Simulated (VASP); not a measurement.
Input of a VASP 6.6.1 run:

The input POSCAR:

```
KF
1.0
    0.0000000000      2.6940468600      2.6940468600
    2.6940468600      0.0000000000      2.6940468600
    2.6940468600      2.6940468600      0.0000000000
K F
1 1
Direct
    0.0000000000      0.0000000000      0.0000000000
    0.5000000000      0.5000000000      0.5000000000
```

File INCAR.step1:

```
SYSTEM = KF
  PREC = Accurate
  ENCUT = 520
  ISMEAR = -1
  SIGMA = 0.02
  LREAL = .False.
  LASPH = .True.
  NELM = 60
  GGA = PE
  ALGO = Normal
  EDIFF = 1E-4
  LWAVE = .True.
  LCHARG = .False.
```

Contents of INCAR.step2:

```
SYSTEM = KF
  PREC = Accurate
  ENCUT = 520
  EDIFF = 1E-6
  ISMEAR = -1
  SIGMA = 0.02
  LREAL = .False.
  LASPH = .True.
  NELM = 60
  ALGO = Normal
  ISIF = 2
  LWAVE = .False.
  LCHARG = .False.
  METAGGA = R2SCAN
  LMIXTAU = .True.
  IBRION = 2
  NSW = 50
  EDIFFG = -0.01
  ISTART = 1
```

Contents of KPOINTS:

```
Automatic mesh
0
Gamma
  10 10 10
  0 0 0
```

Potentials or basis: VASP PAW PBE potentials, release 64 (K_sv, F).

Run with:

```bash
$ cat potpaw_PBE.64/K_sv/POTCAR potpaw_PBE.64/F/POTCAR > POTCAR
$ cp INCAR.step1 INCAR
$ mpirun -np 1 vasp_std > vasp.out
$ cp INCAR.step2 INCAR
$ mpirun -np 1 vasp_std > vasp.out
```

**Question.** What does it give for the band gap on the k mesh?

**Answer.** 6.70 eV.

Final structure:
```cif
data_structure
_symmetry_space_group_name_H-M 'P 1'
_symmetry_Int_Tables_number 1
_cell_length_a 3.8100
_cell_length_b 3.8100
_cell_length_c 3.8100
_cell_angle_alpha 60.000
_cell_angle_beta 60.000
_cell_angle_gamma 60.000
_cell_volume 39.11
loop_
_atom_site_label
_atom_site_type_symbol
_atom_site_fract_x
_atom_site_fract_y
_atom_site_fract_z
_atom_site_occupancy
K1 K 0.00000 0.00000 0.00000 1
F1 F 0.50000 0.50000 0.50000 1
```

Caveat: the relaxation stopped at its first step, so nothing moved; the PAW data sets were made with another functional, which shifts forces and pressure a little. r2SCAN opens gaps a little over a GGA but as a rule still falls short of measured ones.
